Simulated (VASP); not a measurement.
A run of VASP 6.6.1 is set up as follows.

INCAR

```
SYSTEM = Cs2AgBiBr6
PREC     = Accurate       ! precision mode
ENCUT    = 630            ! plane-wave cutoff, eV
EDIFF    = 1E-6           ! SCF threshold, eV
ISMEAR   = -1             ! smearing method
SIGMA    = 0.05           ! smearing width, eV
LREAL    = .FALSE.        ! projectors in reciprocal space
LASPH    = .TRUE.         ! aspherical terms in the spheres
NELM     = 200            ! most SCF steps
ALGO     = Normal         ! electronic algorithm
ISIF     = 2              ! what is computed and relaxed
LWAVE    = .FALSE.        ! write WAVECAR
LCHARG   = .FALSE.        ! write CHGCAR
LMAXMIX  = 4              ! l up to which the mixer works
LDAU     = .TRUE.         ! DFT+U
LDAUTYPE = 2            
LDAUL    = -1 -1 2 -1     ! shell
LDAUU    = 0 0 5 0        ! U, eV
LDAUJ    = 0 0 0 0      
LDAUPRINT= 1            
GGA      = CA             ! functional
NBANDS   = 58             ! bands
GGA_COMPAT= .FALSE.
```

KPOINTS

```
regular mesh
0
G
  4 4 4
  0 0 0
```

The input POSCAR:

```
Cs2AgBiBr6
1.0
    0.0000000000      5.6161000000      5.6161000000
    5.6161000000      0.0000000000      5.6161000000
    5.6161000000      5.6161000000      0.0000000000
Bi Cs Ag Br
1 2 1 6
Direct
    0.0000000000      0.0000000000      0.0000000000
    0.7500000000      0.7500000000      0.7500000000
    0.2500000000      0.2500000000      0.2500000000
    0.5000000000      0.5000000000      0.5000000000
    0.7494500000      0.7494500000      0.2505500000
    0.2505500000      0.2505500000      0.7494500000
    0.7494500000      0.2505500000      0.2505500000
    0.7494500000      0.2505500000      0.7494500000
    0.2505500000      0.7494500000      0.7494500000
    0.2505500000      0.7494500000      0.2505500000
```

Potentials or basis: VASP PAW LDA potentials, release 64 (Bi_d, Cs_sv, Ag_sv_GW, Br).

Launch:

```bash
$ cat potpaw_LDA.64/Bi_d/POTCAR potpaw_LDA.64/Cs_sv/POTCAR potpaw_LDA.64/Ag_sv_GW/POTCAR potpaw_LDA.64/Br/POTCAR > POTCAR
$ mpirun -np 1 vasp_std > vasp.out
```

**Question.** Predict the pressure.

**Answer.** -1.3 GPa.

**Question.** Estimate the largest force.

**Answer.** 0.271 eV/Å.

**Question.** What does it give for the band gap on the k mesh?

**Answer.** 1.39 eV (least direct gap 2.56 eV).

Eigenvalues of the final occupation matrices:
| site | spin | trace | eigenvalues |
| --- | --- | --- | --- |
| site 4 d | 1 | 4.38 | 0.87 0.87 0.87 0.88 0.88 |
| site 4 d | 2 | 4.38 | 0.87 0.87 0.87 0.88 0.88 |

Caveat: spin-orbit coupling is left out, which moves the levels of the heavy elements. A k mesh can miss the band edges.
